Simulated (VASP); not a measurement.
A run of VASP 6.6.1 is set up as follows.

INCAR

```
PREC = Accurate ; ENCUT = 520
EDIFF = 1E-7 ; ISMEAR = 0
SIGMA = 0.1 ; LREAL = Auto
LASPH = True ; NELM = 80
ALGO = Normal ; ISIF = 2
LWAVE = False ; LCHARG = False
LDIPOL = True ; IDIPOL = 3
DIPOL = 0.5 0.5 0.327 ; GGA = PE
NBANDS = 106
```

Contents of KPOINTS:

```
regular mesh
0
Gamma
  4 4 1
```

Contents of POSCAR:

```
Ta16F
1.0
    6.6379342675      0.0000000000      0.0000000000
    0.0000000000      6.6379342675      0.0000000000
    0.0000000000      0.0000000000     20.2996559605
Ta F
16 1
Direct
    0.2500000000      0.2500000000      0.1970476745
    0.2500000000      0.7500000000      0.1970476745
    0.7500000000      0.2500000000      0.1970476745
    0.7500000000      0.7500000000      0.1970476745
    0.0000000000      0.0000000000      0.2787970189
    0.0000000000      0.5000000000      0.2787970189
    0.5000000000      0.0000000000      0.2787970189
    0.5000000000      0.5000000000      0.2787970189
    0.2500000000      0.2500000000      0.3599139072
    0.2500000000      0.7500000000      0.3599139072
    0.7500000000      0.2500000000      0.3599139072
    0.7500000000      0.7500000000      0.3599139072
    0.0000000000      0.0000000000      0.4334879358
    0.0000000000      0.5000000000      0.4334879358
    0.5000000000      0.0000000000      0.4334879358
    0.5000000000      0.5000000000      0.4334879358
    0.2500000000      0.2500000000      0.4843013023
```

Potentials or basis: VASP PAW PBE potentials, release 64 (Ta_pv, F).

Command:

```sh
$ cat potpaw_PBE.64/Ta_pv/POTCAR potpaw_PBE.64/F/POTCAR > POTCAR
$ mpirun -np 1 vasp_std > vasp.out
```

(1) Predict the largest force.

Results:

(1) 0.902 eV/Å.

Caveat: an odd number of electrons without spin polarisation forces a metal; a magnetic or distorted state may lie lower.
